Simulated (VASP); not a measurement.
A run of VASP 6.6.1:

Contents of INCAR:

```
SYSTEM = Cu
ALGO = Normal
EDIFF = 1E-6
ENCUT = 520
GGA = PS
ISIF = 2
ISMEAR = -1
LASPH = .TRUE.
LCHARG = .FALSE.
LREAL = .FALSE.
LWAVE = .FALSE.
NBANDS = 12
NELM = 80
PREC = Accurate
SIGMA = 0.08
```

The input KPOINTS:

```
k-points
0
G
  18 18 18
  0 0 0
```

POSCAR

```
Cu
1.0
    1.9678168370      0.0000000000      0.0000000000
    0.0000000000      1.9678168370      0.0000000000
    0.0000000000      0.0000000000      1.9678168370
Cu
1
Direct
    0.0000000000      0.0000000000      0.0000000000
```

Potentials or basis: VASP PAW PBE potentials, release 64 (Cu).

Run with:

```bash
$ cat potpaw_PBE.64/Cu/POTCAR > POTCAR
$ mpirun -np 1 vasp_std > vasp.out
```

Hardware: 1 thread of Intel Xeon 8259CL, on a shared host.

Task: Estimate the wall time of this run.

Result: It took 11 s on 1 thread of Intel Xeon 8259CL (shared host), peak memory 0.13 GiB. Counts: scf iterations 11, k points 220.
